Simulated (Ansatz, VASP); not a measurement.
# Sn3S5 in VASP and in Ansatz

```
Sn S
1.0
     4.00307    2.31117    3.32799
    -4.00307    2.31117    3.32799
     0.00000   -4.62234    3.32799
Sn S
3 5
Direct
  0.50000 0.50000 0.00000
  0.00000 0.50000 0.50000
  0.50000 0.00000 0.50000
  0.00000 0.00000 0.50000
  0.50000 0.00000 0.00000
  0.00000 0.50000 0.00000
  0.00000 0.00000 0.00000
  0.50000 0.50000 0.50000
```

Alike in both runs: functional PBE; k mesh 3 × 3 × 3; occupations gaussian, width 0.2 eV; no spin polarisation.

Ansatz relaxed the structure, and its values are those at the end. VASP's run is a single point on that final structure, the one shown.

```csv
,VASP,Ansatz
version,VASP 6.6.1,Ansatz 0.2.0
potentials or method,"VASP PAW PBE potentials, release 64 (Sn_d, S), cutoff 520 eV","scalar-relativistic, plane waves, PAW"
valence electrons in the cell,72,72
```

|  | VASP | Ansatz | Ansatz less VASP |
| --- | --- | --- | --- |
| gap on the k mesh at the Fermi level (eV) | none | none | - |
| pressure (GPa) | -0.2 | -0.1 | +0.06 |

A gap of «none» marks a metal or a gap that the smearing closes. The functional is the same, so the differences come from potentials, cutoffs and numerics.

The k mesh is coarse, so the values compare programs but aren't converged.
